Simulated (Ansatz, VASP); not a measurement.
One calculation of ScInCu4, two programs

```
Sc In Cu
1.0
     0.00000    3.50601    3.50601
     3.50601    0.00000    3.50601
     3.50601    3.50601    0.00000
Sc In Cu
1 1 4
Direct
  0.00000 0.00000 0.00000
  0.25000 0.25000 0.25000
  0.12454 0.62515 0.62515
  0.62515 0.62515 0.62515
  0.62515 0.62515 0.12454
  0.62515 0.12454 0.62515
```

Alike in both runs: task relaxation of cell and atoms; functional LDA; k mesh 8 × 8 × 8; occupations fermi-dirac, width 0.05 eV; no spin polarisation.

|  | VASP | Ansatz |
| --- | --- | --- |
| version | VASP 6.6.1 | Ansatz 0.2.0 |
| potentials or method | VASP PAW LDA potentials, release 64 (Sc_sv, In_d, Cu) | PAW with Ansatz's default frozen-core files, scalar-relativistic |
| plane-wave cutoff (eV) | 600 | 420 |
| valence electrons in the cell | 68 | 100 |

```tsv
	VASP	Ansatz	Ansatz less VASP
relaxed volume (Å³/atom)	13.67	13.61	-0.064
relaxed length of the cell vector where the two differ most in proportion (Å)	4.877	4.869	-0.0076
```

LDA's correlation is that of Perdew and Zunger in VASP and of Perdew and Wang (1992) in Ansatz. VASP's potentials hold 68 valence electrons a cell and Ansatz's 100, so a difference there can come from the potentials and not from the codes.
